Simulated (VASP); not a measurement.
# TiAl in VASP: notebook

TiAl is run at these levels: PBEsol; tasks: single point.

Program: VASP 6.6.1. These are calculated values, not measurements. Logs are shortened: lines on timing, memory, paths and dates and some standing lists are left out, and cuts for length are marked.

## Step 1: The cell of the first run

The structure is tetragonal, space group P4/mmm (No. 123). Conventional cell: a = 3.156 Å, b = 3.156 Å, c = 2.809 Å, α = 90.00°, β = 90.00°, γ = 90.00°. Within 3.5 Å of Ti (site symmetry 4/mmm) lie 8 Al at 2.64 Å and 6 Ti at 2.81 to 3.16 Å. Al (site symmetry 4/mmm) has 8 Ti at 2.64 Å and 6 Al at 2.81 to 3.16 Å within 3.5 Å.

## Step 2: Single point, PBEsol (normal strain along x -0.1100, normal strain along y +0.0000)

INCAR

```
PREC = Accurate ; ENCUT = 520
EDIFF = 1E-6 ; ISMEAR = 0
SIGMA = 0.15 ; LREAL = False
LASPH = True ; NELM = 100
ALGO = Normal ; ISIF = 2
LWAVE = False ; LCHARG = False
GGA = PS ; NBANDS = 14
```

KPOINTS

```
Automatic mesh
0
Gamma
  14 14 14
```

POSCAR

```
TiAl
1.0
    2.8091745961      0.0000000000      0.0000000000
    0.0000000000      3.1563759507      0.0000000000
    0.0000000000      0.0000000000      3.1563759507
Ti Al
1 1
Direct
    0.0000000000      0.0000000000      0.0000000000
    0.5000000000      0.5000000000      0.5000000000
```

Potentials or basis: VASP PAW PBE potentials, release 64 (Ti_sv, Al).

Command:

```bash
$ cat potpaw_PBE.64/Ti_sv/POTCAR potpaw_PBE.64/Al/POTCAR > POTCAR
$ mpirun -np 1 vasp_std > vasp.out
```

OUTCAR:

```text
PREC = Accurate
   ENCUT = 520
   EDIFF = 1E-6
   ISMEAR = 0
   LREAL = False
   LASPH = True
   NELM = 100
   ISIF = 2
   GGA = PS

 ion  position               nearest neighbor table
   1  0.000  0.000  0.000-   2 2.64   2 2.64   2 2.64   2 2.64   2 2.64   2 2.64   2 2.64   2 2.64

   2  0.500  0.500  0.500-   1 2.64   1 2.64   1 2.64   1 2.64   1 2.64   1 2.64   1 2.64   1 2.64

  LATTYP: Found a simple tetragonal cell.
 ALAT       =     3.1563759507
 C/A-ratio  =     0.8900000000

  Lattice vectors:

 A1 = (   0.0000000000,   3.1563759507,   0.0000000000)
 A2 = (   0.0000000000,   0.0000000000,   3.1563759507)
 A3 = (   2.8091745961,   0.0000000000,   0.0000000000)

Analysis of symmetry for initial positions (statically):
=====================================================================
 Subroutine PRICEL returns:
 Original cell was already a primitive cell.

 Routine SETGRP: Setting up the symmetry group for a
 simple tetragonal supercell.

 Subroutine GETGRP returns: Found 16 space group operations
 (whereof 16 operations were pure point group operations)
 out of a pool of 16 trial point group operations.

The static configuration has the point symmetry D_4h.

Analysis of symmetry for dynamics (positions and initial velocities):
=====================================================================
 Subroutine PRICEL returns:
 Original cell was already a primitive cell.

 Routine SETGRP: Setting up the symmetry group for a
 simple tetragonal supercell.

 Subroutine GETGRP returns: Found 16 space group operations
 (whereof 16 operations were pure point group operations)
 out of a pool of 16 trial point group operations.

The dynamic configuration has the point symmetry D_4h.

 Subroutine INISYM returns: Found 16 space group operations
 (whereof 16 operations are pure point group operations),
 and found     1 'primitive' translations

----------------------------------------------------------------------------------------

                                     Primitive cell

  volume of cell :      27.9870

  direct lattice vectors                    reciprocal lattice vectors
     2.809174596  0.000000000  0.000000000     0.355976450  0.000000000  0.000000000
     0.000000000  3.156375951  0.000000000     0.000000000  0.316819040  0.000000000
     0.000000000  0.000000000  3.156375951     0.000000000  0.000000000  0.316819040

  length of vectors
     2.809174596  3.156375951  3.156375951     0.355976450  0.316819040  0.316819040

  position of ions in fractional coordinates (direct lattice)
     0.000000000  0.000000000  0.000000000
     0.500000000  0.500000000  0.500000000

  ion indices of the primitive-cell ions
   primitive index   ion index
                 1           1
                 2           2

----------------------------------------------------------------------------------------

 KPOINTS: Automatic mesh

Automatic generation of k-mesh.
 Grid dimensions read from file:
 generate k-points for:   14   14   14

 Generating k-lattice:

  Cartesian coordinates                     Fractional coordinates (reciprocal lattice)
     0.025426889  0.000000000  0.000000000     0.071428571  0.000000000  0.000000000
     0.000000000  0.022629931  0.000000000     0.000000000  0.071428571  0.000000000
     0.000000000  0.000000000  0.022629931     0.000000000  0.000000000  0.071428571

  Length of vectors
     0.025426889  0.022629931  0.022629931

  Shift w.r.t. Gamma in fractional coordinates (k-lattice)
     0.000000000  0.000000000  0.000000000

 Subroutine IBZKPT returns following result:
 ===========================================

 Found    288 irreducible k-points:

 Following reciprocal coordinates:
            Coordinates               Weight
  0.000000  0.000000  0.000000      1.000000
  0.071429  0.000000  0.000000      2.000000
  0.142857  0.000000  0.000000      2.000000
  0.214286  0.000000  0.000000      2.000000
  0.285714  0.000000  0.000000      2.000000
  0.357143  0.000000  0.000000      2.000000
[... 16 lines left out ...]
  0.428571  0.142857  0.000000      8.000000
  0.500000  0.142857  0.000000      4.000000
 [... further k-points ...]
   k-points           NKPTS =    288   k-points in BZ     NKDIM =    288   number of bands    NBANDS=     14
   number of dos      NEDOS =    301   number of ions     NIONS =      2
   total plane-waves  NPLWV =  13824
   dimension x,y,z NGX =    24 NGY =   24 NGZ =   24
   dimension x,y,z NGXF=    48 NGYF=   48 NGZF=   48
   ions per type =               1   1
   NGX,Y,Z   is equivalent  to a cutoff of  14.20, 12.64, 12.64 a.u.
   NGXF,Y,Z  is equivalent  to a cutoff of  28.41, 25.28, 25.28 a.u.
 SYSTEM =  unknown system
   PREC   = accura    normal or accurate (medium, high low for compatibility)
   ISTART =      0    job   : 0-new  1-cont  2-samecut
   ICHARG =      2    charge: 1-file 2-atom 10-const
   ISPIN  =      1    spin polarized calculation?
   LNONCOLLINEAR =      F non collinear calculations
   LSORBIT =      F    spin-orbit coupling
   LASPH  =      T    aspherical Exc in radial PAW
   ENCUT  =  520.0 eV  38.22 Ry    6.18 a.u.   5.22  5.87  5.87*2*pi/ulx,y,z
   NELM   =    100;   NELMIN=  2; NELMDL= -5     # of ELM steps
   EDIFF  = 0.1E-05   stopping-criterion for ELM
   LREAL  =      F    real-space projection
   EDIFFG = 0.1E-04   stopping-criterion for IOM
   NSW    =      0    number of steps for IOM
   IBRION =     -1    ionic relax: 0-MD 1-quasi-New 2-CG
   NFREE  =      0    steps in history (QN), initial steepest desc. (CG)
   ISIF   =      2    stress and relaxation
   ISYM   =      2    0-nonsym 1-usesym 2-fastsym
   POTIM  = 0.5000    time-step for ionic-motion
   TEBEG  =    0.0;   TEEND  =   0.0 temperature during run
   PSTRESS=    0.0 pullay stress
   NELECT =      15.0000    total number of electrons
   NUPDOWN=      -1.0000    fix difference up-down
   EMIN   =  10.00;   EMAX   =-10.00  energy-range for DOS
   EFERMI =   0.00;   METHOD = LEGACY
   ISMEAR =     0;   SIGMA  =   0.15  broadening in eV -4-tet -1-fermi 0-gaus
   EFERMI_NEDOS =   21; number of points for ismear=-14 and -15
   IALGO  =     38    algorithm
   IMIX   =      4    mixing-type and parameters
     AMIX     =   0.40;   BMIX     =  1.00
     AMIX_MAG =   1.60;   BMIX_MAG =  1.00
  volume/ion in A,a.u.               =      13.99        94.43
  Fermi-wavevector in a.u.,A,eV,Ry     =   1.329801  2.512959 24.060129  1.768370
  Thomas-Fermi vector in A             =   2.458936
   LORBIT       =      0    0 simple, 1 ext, 2 COOP (PROOUT), +10 PAW based schemes
   GGA     = PS    functional components
   LHFCALC =     F    Hartree Fock is set to
   AEXX    =    0.0000 exact exchange contribution
   IVDW    =     0    specifies the selected vdW correction
   LEPSILON=     F    determine dielectric tensor
   LRPA    =     F    only Hartree local field effects (RPA)
 non-spin polarized calculation
 Gauss-broadening in eV      SIGMA  =   0.15
  energy-cutoff  :      520.00
  volume of cell :       27.99
 maximum number of plane-waves:       776
 NGX is ok and might be reduce to    24
   NGX = 11   NGY = 11   NGZ = 11

 number of electron      14.9999991 magnetization

 Free energy of the ion-electron system (eV)
  ---------------------------------------------------
  ext. energy  EPLUGINS =         0.00000000
  ---------------------------------------------------
  free energy    TOTEN  =       -12.81540498 eV

  energy without entropy =      -12.78972245  energy(sigma->0) =      -12.80256371

 E-fermi :  10.1310     XC(G=0): -11.7991

 val. band max:       10.1300936151   @ k =   0.2143   0.2143   0.2143
 cond. band min:      10.1356831611   @ k =   0.4286   0.0714   0.0714
 fundamental gap:      0.0055895460
 Fermi energy:        10.1309872234

 k-point     1 :       0.0000    0.0000    0.0000
  band No.  band energies     occupation
      1     -46.1625      2.00000
      2     -22.5124      2.00000
      3     -22.5124      2.00000
      4     -22.2659      2.00000
      5       0.3276      2.00000
      6       8.2268      2.00000
      7       8.5444      2.00000
      8      11.8601      0.00000
      9      12.6568      0.00000
     10      12.6568      0.00000
     11      14.2208      0.00000
     12      14.2208      0.00000
     13      17.8976      0.00000
     14      19.3642      0.00000

 k-point     2 :       0.0714    0.0000    0.0000
  band No.  band energies     occupation
      1     -46.1592      2.00000
      2     -22.5096      2.00000
      3     -22.5096      2.00000
      4     -22.2936      2.00000
      5       0.4339      2.00000
      6       8.2854      2.00000
      7       8.5783      2.00000
      8      11.8821      0.00000
      9      12.3332      0.00000
     10      12.3332      0.00000
     11      14.5806      0.00000
     12      14.5806      0.00000
     13      17.0623      0.00000
     14      19.8795      0.00000

 k-point     3 :       0.1429    0.0000    0.0000
  band No.  band energies     occupation
      1     -46.1500      2.00000
      2     -22.5016      2.00000
      3     -22.5016      2.00000
      4     -22.3707      2.00000
      5       0.7485      2.00000
      6       8.4563      2.00000
      7       8.6221      2.00000
      8      11.7365      0.00000
      9      11.7365      0.00000
     10      11.9443      0.00000
     11      15.2951      0.00000
     12      15.2951      0.00000
     13      15.7981      0.00000
     14      19.4467      0.00000
[... 324 lines left out ...]
 k-point    23 :       0.4286    0.1429    0.0000
  band No.  band energies     occupation
      1     -46.0962      2.00000
      2     -22.7756      2.00000
      3     -22.4932      2.00000
      4     -22.4542      2.00000
      5       4.0137      2.00000
      6       6.1736      2.00000
      7       9.4545      2.00000
      8      10.0073      1.75627
      9      10.0894      1.30530
     10      11.9402      0.00000
     11      14.5349      0.00000
     12      17.0275      0.00000
     13      18.0707      0.00000
     14      19.3978      0.00000

 k-point    24 :       0.5000    0.1429    0.0000
  band No.  band energies     occupation
      1     -46.0929      2.00000
      2     -22.8015      2.00000
      3     -22.4901      2.00000
      4     -22.4514      2.00000
      5       4.9647      2.00000
      6       5.1721      2.00000
      7       9.6299      2.00000
      8       9.8592      1.98961
      9      10.0090      1.74985
     10      11.9712      0.00000
     11      14.6271      0.00000
     12      17.1004      0.00000
     13      18.2499      0.00000
     14      20.2276      0.00000

 [... further k-points ...]
[... 5 lines left out ...]
  --------------------------------------------------------------------------------------
  -------------------------------------------------------------------------------------
  Total        3.2321601      3.0888352      3.0888352      0.0000000      0.0000000      0.0000000
  in kB      185.0321816    176.8272278    176.8272278      0.0000000      0.0000000      0.0000000
  external PRESSURE =     179.5622124 kB  Pullay stress =       0.0000000 kB

 VOLUME and BASIS-vectors are now :
 -----------------------------------------------------------------------------
  energy-cutoff  :      520.00
  volume of cell :       27.99
      direct lattice vectors                 reciprocal lattice vectors
     2.809174596  0.000000000  0.000000000     0.355976450  0.000000000  0.000000000
     0.000000000  3.156375951  0.000000000     0.000000000  0.316819040  0.000000000
     0.000000000  0.000000000  3.156375951     0.000000000  0.000000000  0.316819040

 POSITION                                       TOTAL-FORCE (eV/Angst)
 -----------------------------------------------------------------------------------
      0.00000      0.00000      0.00000         0.000000      0.000000      0.000000
      1.40459      1.57819      1.57819         0.000000      0.000000      0.000000
 -----------------------------------------------------------------------------------
    total drift:                                0.000000      0.000000      0.000000

  FREE ENERGIE OF THE ION-ELECTRON SYSTEM (eV)
  ---------------------------------------------------
  free  energy   TOTEN  =       -12.8154049758 eV

  energy  without entropy=      -12.7897224457  energy(sigma->0) =      -12.80256371
```

Wall time 52 s (1 thread of Intel Xeon 6975P-C (Granite Rapids), shared host); peak memory 0.23 GiB.

What came out:

```yaml
Free_energy: -12.8154 eV
Pressure: 18.0 GPa
```

Caveat: the cell differs from its parent crystal (normal strain along x -0.1100, normal strain along y +0.0000); the PAW data sets were made with another functional, which shifts forces and pressure a little.

## Step 3: Single point, PBEsol (normal strain along x -0.1100, normal strain along y -0.0367)

INCAR

```
PREC     = Accurate       # precision mode
ENCUT    = 520            # plane-wave cutoff, eV
EDIFF    = 1E-6           # SCF threshold, eV
ISMEAR   = 0              # smearing method
SIGMA    = 0.15           # smearing width, eV
LREAL    = F              # projectors in reciprocal space
LASPH    = T              # aspherical terms in the spheres
NELM     = 60             # most SCF steps
ALGO     = Fast           # electronic algorithm
ISIF     = 2              # what is computed and relaxed
LWAVE    = F              # write WAVECAR
LCHARG   = F              # write CHGCAR
GGA      = PS             # functional
NBANDS   = 14             # bands
```

KPOINTS

```
regular mesh
0
Gamma
  14 14 14
```

POSCAR, as its differences from that of step 2:

```diff
@@ -3,3 +3,3 @@
     2.8091745961      0.0000000000      0.0000000000
-    0.0000000000      3.1563759507      0.0000000000
+    0.0000000000      3.0405369533      0.0000000000
     0.0000000000      0.0000000000      3.1563759507
```

Potentials or basis: VASP PAW PBE potentials, release 64 (Ti_sv, Al).

Command:

```bash
$ cat potpaw_PBE.64/Ti_sv/POTCAR potpaw_PBE.64/Al/POTCAR > POTCAR
$ mpirun -np 1 vasp_std > vasp.out
```

Wall time 3 min (1 thread of Intel Xeon 6975P-C (Granite Rapids), shared host); peak memory 0.3 GiB.

It converged, with:

| Quantity | Value |
| --- | --- |
| Free energy | -12.6889 eV |
| Pressure | 25.0 GPa |

Stress tensor (GPa, compression positive):
```
25.30  0.00  0.00
 0.00 21.90  0.00
 0.00  0.00 27.80
```

Levels at points of the mesh, in eV from the Fermi level:
| k point | band 6 | band 7 | band 8 | band 9 | band 10 | band 11 |
| --- | --- | --- | --- | --- | --- | --- |
| (0.00, 0.00, 0.00) | -2.01 | -1.69 | 1.89 | 2.48 | 2.66 | 3.95 |
| (0.50, 0.00, 0.00) | -5.36 | -0.47 | -0.40 | 0.09 | 2.34 | 4.77 |
| (0.00, 0.50, 0.00) | -5.66 | -0.78 | -0.46 | 1.16 | 2.71 | 3.71 |
| (0.50, 0.50, 0.00) | -1.97 | -1.51 | -1.39 | 0.26 | 0.52 | 3.74 |
| (0.00, 0.00, 0.50) | -5.71 | -0.85 | 0.03 | 1.15 | 2.84 | 3.17 |
| (0.50, 0.00, 0.50) | -2.28 | -1.55 | -1.45 | 0.56 | 0.90 | 3.41 |
| (0.00, 0.50, 0.50) | -2.48 | -2.23 | -1.75 | 1.49 | 1.57 | 3.16 |
| (0.50, 0.50, 0.50) | -3.57 | -3.54 | 1.91 | 3.26 | 3.33 | 3.51 |

Caveat: the cell differs from its parent crystal (normal strain along x -0.1100, normal strain along y -0.0367); the PAW data sets were made with another functional, which shifts forces and pressure a little.
